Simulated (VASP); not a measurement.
# La (P6_3/mmc) in VASP: a series of runs, part 3 of 3

VASP 6.6.1.

## Step 6: Single point, LDA

This run uses another cell than the first one, of 30.58 Å³/atom, 1.300 times its volume.

INCAR reads:

```
SYSTEM = La
ALGO = Normal ; EDIFF = 1E-6
ENCUT = 520 ; ISIF = 2
ISMEAR = -1 ; LASPH = .True.
LCHARG = .True. ; LELF = .True.
LREAL = .False. ; LVHAR = .True.
LWAVE = .False. ; NBANDS = 18
NELM = 100 ; PREC = Accurate
SIGMA = 0.1
```

KPOINTS reads:

```
k-points
0
Gamma
  14 14 8
  0 0 0
```

POSCAR reads:

```
La
1.0
    3.4860153218      0.0000000000      0.0000000000
   -1.7430076609      3.0189778266      0.0000000000
    0.0000000000      0.0000000000      5.8108927218
La
2
Direct
    0.3333333333      0.6666666667      0.2500000000
    0.6666666667      0.3333333333      0.7500000000
```

Potentials or basis: VASP PAW LDA potentials, release 64 (La).

Launch:

```sh
$ cat potpaw_LDA.64/La/POTCAR > POTCAR
$ mpirun -np 1 vasp_std > vasp.out
```

OUTCAR:

```text
SYSTEM = La
   EDIFF = 1E-6
   ENCUT = 520
   ISIF = 2
   ISMEAR = -1
   LASPH = .True.
   LREAL = .False.
   NELM = 100
   PREC = Accurate

 ion  position               nearest neighbor table
   1  0.333  0.667  0.250-   2 3.53   2 3.53   2 3.53   2 3.53   2 3.53   2 3.53
   2  0.667  0.333  0.750-   1 3.53   1 3.53   1 3.53   1 3.53   1 3.53   1 3.53

  LATTYP: Found a hexagonal cell.
 ALAT       =     3.4860153218
 C/A-ratio  =     1.6669154279

  Lattice vectors:

 A1 = (   3.4860153218,   0.0000000000,   0.0000000000)
 A2 = (  -1.7430076609,   3.0189778266,   0.0000000000)
 A3 = (   0.0000000000,   0.0000000000,   5.8108927218)

Analysis of symmetry for initial positions (statically):
=====================================================================
 Subroutine PRICEL returns:
 Original cell was already a primitive cell.

 Routine SETGRP: Setting up the symmetry group for a
 hexagonal supercell.

 Subroutine GETGRP returns: Found 24 space group operations
 (whereof 12 operations were pure point group operations)
 out of a pool of 24 trial point group operations.

[... 155 lines left out ...]

 Free energy of the ion-electron system (eV)
  ---------------------------------------------------
  ext. energy  EPLUGINS =         0.00000000
  ---------------------------------------------------
  free energy    TOTEN  =       -11.11773162 eV

  energy without entropy =      -11.00923020  energy(sigma->0) =      -11.06348091

 E-fermi :   9.6713     XC(G=0): -10.5780

 val. band max:        9.6699691629   @ k =   0.3571   0.2143   0.2500
 cond. band min:       9.6833468668   @ k =   0.1429   0.0714   0.0000
 fundamental gap:      0.0133777039
 Fermi energy:         9.6713435059

 k-point     1 :       0.0000    0.0000    0.0000
  band No.  band energies     occupation
      1     -22.9059      2.00000
      2     -22.5188      2.00000
      3      -7.7174      2.00000
      4      -5.6074      2.00000
      5      -5.6074      2.00000
      6      -5.4011      2.00000
[... 481 lines left out ...]
      5      -6.8529      2.00000
      6      -6.4508      2.00000
[... 10 lines left out ...]
     17      11.5669      0.00000
     18      11.8082      0.00000

 [... further k-points ...]
[... 5 lines left out ...]
  --------------------------------------------------------------------------------------
  -------------------------------------------------------------------------------------
  Total        0.7117297      0.7117297      0.7359164      0.0000000      0.0000000      0.0000000
  in kB       18.6463392     18.6463392     19.2799990      0.0000000      0.0000000      0.0000000
  external PRESSURE =      18.8575591 kB  Pullay stress =       0.0000000 kB

 VOLUME and BASIS-vectors are now :
 -----------------------------------------------------------------------------
  energy-cutoff  :      520.00
  volume of cell :       61.16
      direct lattice vectors                 reciprocal lattice vectors
     3.486015322  0.000000000  0.000000000     0.286860472  0.165618971  0.000000000
    -1.743007661  3.018977827  0.000000000     0.000000000  0.331237941  0.000000000
     0.000000000  0.000000000  5.810892722     0.000000000  0.000000000  0.172090597

 POSITION                                       TOTAL-FORCE (eV/Angst)
 -----------------------------------------------------------------------------------
     -0.00000      2.01265      1.45272         0.000000     -0.000000      0.000000
      1.74301      1.00633      4.35817        -0.000000      0.000000      0.000000
 -----------------------------------------------------------------------------------
    total drift:                               -0.000000      0.000000     -0.000000

  FREE ENERGIE OF THE ION-ELECTRON SYSTEM (eV)
  ---------------------------------------------------
  free  energy   TOTEN  =       -11.1177316222 eV

  energy  without entropy=      -11.0092301951  energy(sigma->0) =      -11.06348091
```

OSZICAR:

```text
N       E                     dE             d eps       ncg     rms          rms(c)
DAV:   1     0.238489066353E+03    0.23849E+03   -0.80180E+03  4360   0.179E+03
DAV:   2     0.232129758815E+02   -0.21528E+03   -0.21197E+03  6112   0.311E+02
DAV:   3    -0.777031591862E+01   -0.30983E+02   -0.30016E+02  7220   0.135E+02
DAV:   4    -0.109467574910E+02   -0.31764E+01   -0.31314E+01  8548   0.363E+01
DAV:   5    -0.111840954798E+02   -0.23734E+00   -0.23638E+00  7136   0.965E+00    0.434E+00
DAV:   6    -0.111518558893E+02    0.32240E-01   -0.46193E-01  8624   0.460E+00    0.223E+00
DAV:   7    -0.111197109347E+02    0.32145E-01   -0.42596E-02  7296   0.125E+00    0.607E-01
DAV:   8    -0.111175930989E+02    0.21178E-02   -0.88186E-03  8544   0.652E-01    0.109E-01
DAV:   9    -0.111177158919E+02   -0.12279E-03   -0.76822E-04  7448   0.185E-01    0.400E-02
DAV:  10    -0.111177324898E+02   -0.16598E-04   -0.10709E-04  8392   0.671E-02    0.303E-02
DAV:  11    -0.111177316222E+02    0.86761E-06   -0.85084E-06  7208   0.256E-02
   1 F= -.11117732E+02 E0= -.11063481E+02  d E =-.108501E+00
```

Run time: 91 s. Hardware: 1 thread of Intel Xeon 6975P-C (Granite Rapids), shared host; peak memory 0.25 GiB.

What came out:

```yaml
Free_energy: -11.1177 eV
Pressure: 1.9 GPa
Band_gap_on_the_k_mesh: zero (band 11 reaches 10.61 eV, above the bottom of band 12 at 8.91 eV)
```

Caveat: spin-orbit coupling is left out, which moves the levels of the heavy elements.

## Step 7: Summary

| cell | gap on the mesh (eV) | pressure (GPa) |
| --- | --- | --- |
| a = 3.183, b = 3.183, c = 5.362 Å, angles 90.0, 90.0, 120.0°, 2 atoms | none | 14.7 |
| a = 3.262, b = 3.262, c = 5.494 Å, angles 90.0, 90.0, 120.0°, 2 atoms | none | 9.8 |
| a = 3.325, b = 3.325, c = 5.596 Å, angles 90.0, 90.0, 120.0°, 2 atoms | none | 6.8 |
| a = 3.409, b = 3.409, c = 5.721 Å, angles 90.0, 90.0, 120.0°, 2 atoms | none | 3.9 |
| a = 3.486, b = 3.486, c = 5.811 Å, angles 90.0, 90.0, 120.0°, 2 atoms | none | 1.9 |

Alike in all rows: task single point; level LDA; potentials or basis VASP PAW LDA potentials, release 64 (La); no spin polarisation; k mesh 14 × 14 × 8; cutoff (eV) 520; smearing fermi-dirac 0.1 eV.

Caveats: spin-orbit coupling is left out, which moves the levels of the heavy elements.

Total energies depend on the potentials used, so only differences within one code and one set of settings carry meaning.
